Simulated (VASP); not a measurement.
A run of VASP 6.6.1 is set up as follows.

Contents of INCAR:

```
ALGO = Normal ; DIPOL = 0.5 0.5 0.386
EDIFF = 1E-6 ; ENCUT = 400
GGA = PE ; GGA_COMPAT = F
IDIPOL = 3 ; ISIF = 2
ISMEAR = 0 ; IVDW = 12
LASPH = T ; LCHARG = F
LDIPOL = T ; LREAL = F
LWAVE = F ; NBANDS = 56
NELM = 120 ; NELMDL = -8
PREC = Accurate ; SIGMA = 0.1
```

Contents of KPOINTS:

```
k-points
0
Gamma
  3 3 1
```

File POSCAR:

```
PtSe2
1.0
    7.5434048859      0.0000000000      0.0000000000
   -3.7717024429      6.5327802622      0.0000000000
    0.0000000000      0.0000000000     24.0527116738
Se Pt
8 4
Direct
    0.3333333333      0.1666666667      0.3326028312
    0.3333333333      0.6666666667      0.3326028312
    0.8333333333      0.1666666667      0.3326028312
    0.8333333333      0.6666666667      0.3326028312
    0.1667995904      0.3329978019      0.4397497222
    0.1683143052      0.8340857234      0.4396579365
    0.6648920470      0.3310336663      0.4394751909
    0.6650466039      0.8344320254      0.4392417138
   -0.0001708101     -0.0001499478      0.3863564723
   -0.0003381411      0.4998179462      0.3864710200
    0.4989271797     -0.0002498837      0.3855560629
    0.4997588543      0.4997069331      0.3862367665
```

Potentials or basis: VASP PAW PBE potentials, release 64 (Se, Pt).

The run is started by

```console
$ cat potpaw_PBE.64/Se/POTCAR potpaw_PBE.64/Pt/POTCAR > POTCAR
$ mpirun -np 1 vasp_std > vasp.out
```

**Question.** Predict the band gap on the k mesh.

**Answer.** 1.63 eV.

**Question.** What does it give for the dispersion energy per atom?

**Answer.** -0.290 eV.

**Question.** What does it give for the largest force?

**Answer.** 0.128 eV/Å.

Forces in eV/Å, atoms in the order of the input:
```
Se  -0.085  0.017 -0.036
Se  -0.036 -0.083 -0.020
Se   0.029  0.029 -0.005
Se   0.008 -0.008  0.059
Se  -0.020  0.010  0.019
Se  -0.088 -0.043  0.012
Se   0.015  0.088  0.037
Se   0.090 -0.057  0.070
Pt  -0.012  0.011 -0.067
Pt   0.027 -0.012 -0.079
Pt   0.089  0.019  0.056
Pt  -0.018  0.028 -0.047
```

Caveat: spin-orbit coupling is left out, which moves the levels of the heavy elements.
